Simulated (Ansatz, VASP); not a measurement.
## One calculation of N, two programs

File INCAR:

```
SYSTEM = N
PREC     = Accurate       ! precision mode
ENCUT    = 520            ! plane-wave cutoff, eV
EDIFF    = 1E-8           ! SCF threshold, eV
ISMEAR   = -1             ! smearing method
SIGMA    = 0.02           ! smearing width, eV
LREAL    = .FALSE.        ! projectors in reciprocal space
LASPH    = .TRUE.         ! aspherical terms in the spheres
NELM     = 80             ! most SCF steps
ALGO     = Normal         ! electronic algorithm
ISIF     = 2              ! what is computed and relaxed
LWAVE    = .FALSE.        ! write WAVECAR
LCHARG   = .FALSE.        ! write CHGCAR
GGA      = PE             ! functional
LEFG     = .TRUE.       
NBANDS   = 18             ! bands
```

File KPOINTS:

```
Automatic mesh
0
G
  4 4 4
  0 0 0
```

POSCAR

```
N
1.0
    5.6490000000      0.0000000000      0.0000000000
    0.0000000000      5.6490000000      0.0000000000
    0.0000000000      0.0000000000      5.6490000000
N
4
Direct
    0.0300000000      0.0300000000      0.0300000000
    0.4700000000      0.9700000000      0.5300000000
    0.5300000000      0.4700000000      0.9700000000
    0.9700000000      0.5300000000      0.4700000000
```

Input for Ansatz:

```yaml
crystal:
  lattice:
    - [5.649, 0.0, 0.0]
    - [0.0, 5.649, 0.0]
    - [0.0, 0.0, 5.649]
  atoms:
    - { symbol: "N", position: [0.03, 0.03, 0.03] }
    - { symbol: "N", position: [0.47, 0.97, 0.53] }
    - { symbol: "N", position: [0.53, 0.47, 0.97] }
    - { symbol: "N", position: [0.97, 0.53, 0.47] }
kpoints:
  mp_grid: { grid: [4, 4, 4] }
  band_path:
    path:
      - [0.0, 0.0, 0.0]
      - [0.0, 0.5, 0.0]
      - [0.5, 0.5, 0.0]
      - [0.0, 0.0, 0.0]
      - [0.5, 0.5, 0.5]
      - [0.0, 0.5, 0.0]
      - [0.5, 0.5, 0.5]
      - [0.5, 0.5, 0.0]
      - [0.5, 0.0, 0.0]
    npoints: 14
scf:
  occupations: { method: fermi_dirac, width: 0.02 }
hamiltonian:
  xc: pbe
  pseudopotentials: { kind: paw }
output:
  forces: true
  stress: true
  eigenvalues: true
  efg: { contact_densities: true }
  populations: true
  bader: true
  dos: { projected: true, de: 0.2, e_range: [-14, 8] }
  write_density: true
  write_potential: true
  elf: true
  volumetric_format: npy
```

Alike in both runs: task electric field gradients; functional PBE; k mesh 4 × 4 × 4; occupations fermi-dirac, width 0.02 eV; no spin polarisation.

|  | VASP | Ansatz |
| --- | --- | --- |
| version | VASP 6.6.1 | Ansatz 0.2.0 |
| potentials or method | VASP PAW PBE potentials, release 64 (N) | PAW with Ansatz's default frozen-core files, scalar-relativistic |
| plane-wave cutoff (eV) | 520 | 420 |
| valence electrons in the cell | 20 | 20 |

Ansatz gave:

| Quantity | Value |
| --- | --- |
| pressure (GPa) | -4.0 |
| rms of the force components (eV/Å) | 0.220 |
| size of Vzz on the site where it differs most (V/Å²) | 6.4 |

What did VASP give for the same quantities?

Pressure (GPa): -4.0; rms of the force components (eV/Å): 0.219; size of Vzz on the site where it differs most (V/Å²): 6.5.

Atom by atom the forces differ by 0.001 eV/Å (rms over components).
